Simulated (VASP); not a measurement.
A run of VASP 6.6.1 is set up as follows.

The input INCAR:

```
PREC     = Accurate       # precision mode
ENCUT    = 520            # plane-wave cutoff, eV
EDIFF    = 1E-6           # SCF threshold, eV
ISMEAR   = -1             # smearing method
SIGMA    = 0.08           # smearing width, eV
LREAL    = False          # projectors in reciprocal space
LASPH    = True           # aspherical terms in the spheres
NELM     = 100            # most SCF steps
ALGO     = Normal         # electronic algorithm
ISIF     = 2              # what is computed and relaxed
LWAVE    = False          # write WAVECAR
LCHARG   = True           # write CHGCAR
GGA      = CA             # functional
LELF     = True           # ELF
LVHAR    = True         
NBANDS   = 24             # bands
```

The input KPOINTS:

```
Automatic mesh
0
Gamma
  8 8 9
```

The input POSCAR:

```
LaHg2
1.0
    5.0232425903      0.0000000000      0.0000000000
   -2.5116212952      4.3502556927      0.0000000000
    0.0000000000      0.0000000000      3.6879002299
La Hg
1 2
Direct
    0.0000000000      0.0000000000      0.0000000000
    0.3333333333      0.6666666667      0.5000000000
    0.6666666667      0.3333333333      0.5000000000
```

Potentials or basis: VASP PAW LDA potentials, release 64 (La, Hg).

Launch:

```sh
$ cat potpaw_LDA.64/La/POTCAR potpaw_LDA.64/Hg/POTCAR > POTCAR
$ mpirun -np 1 vasp_std > vasp.out
```

Task: What does it give for the pressure?

Result: -4.8 GPa.

Task: What does it give for the band gap on the k mesh?

Result: Zero (an odd number of electrons rules out a gap without spin polarisation).

Stress tensor (GPa, compression positive):
```
-4.76  0.00  0.00
 0.00 -4.76  0.00
 0.00  0.00 -4.90
```

Caveat: the cell stands under tension; spin-orbit coupling is left out, which moves the levels of the heavy elements.
